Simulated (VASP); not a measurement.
Input of a VASP 6.6.1 run:

The input INCAR:

```
PREC = Accurate ; ENCUT = 600
EDIFF = 1E-7 ; ISMEAR = 1
SIGMA = 0.01 ; LREAL = False
LASPH = True ; NELM = 80
ALGO = Normal ; ISIF = 3
LWAVE = False ; LCHARG = False
GGA = PE ; IBRION = 2
NSW = 60 ; EDIFFG = -0.02
```

Contents of KPOINTS:

```
Automatic mesh
0
Gamma
  9 9 5
```

POSCAR

```
CO2
1.0
    2.6900000000      0.0000000000      0.0000000000
   -1.3450000000      2.3296083362      0.0000000000
    0.0000000000      0.0000000000      4.3040000000
C O
1 2
Direct
    0.0000000000      0.0000000000      0.0000000000
    0.3333333333      0.6666666667      0.2500000000
    0.6666666667      0.3333333333      0.7500000000
```

Potentials or basis: VASP PAW PBE potentials, release 64 (C, O).

Run with:

```sh
$ cat potpaw_PBE.64/C/POTCAR potpaw_PBE.64/O/POTCAR > POTCAR
$ mpirun -np 1 vasp_std > vasp.out
```

(1) What does it give for the relaxed cell?

(2) Predict the space group after relaxing (to 0.1 Å).

(3) Estimate the relaxed volume.

Answers

(1) a = 2.373 Å, b = 2.373 Å, c = 4.940 Å, α = 90.00°, β = 90.00°, γ = 120.00°.

(2) P-3m1 (No. 164).

(3) 8.03 Å³/atom.

Caveat: this functional lacks dispersion, which binds layers or chains, so the pressure and a relaxed spacing across them are unreliable.
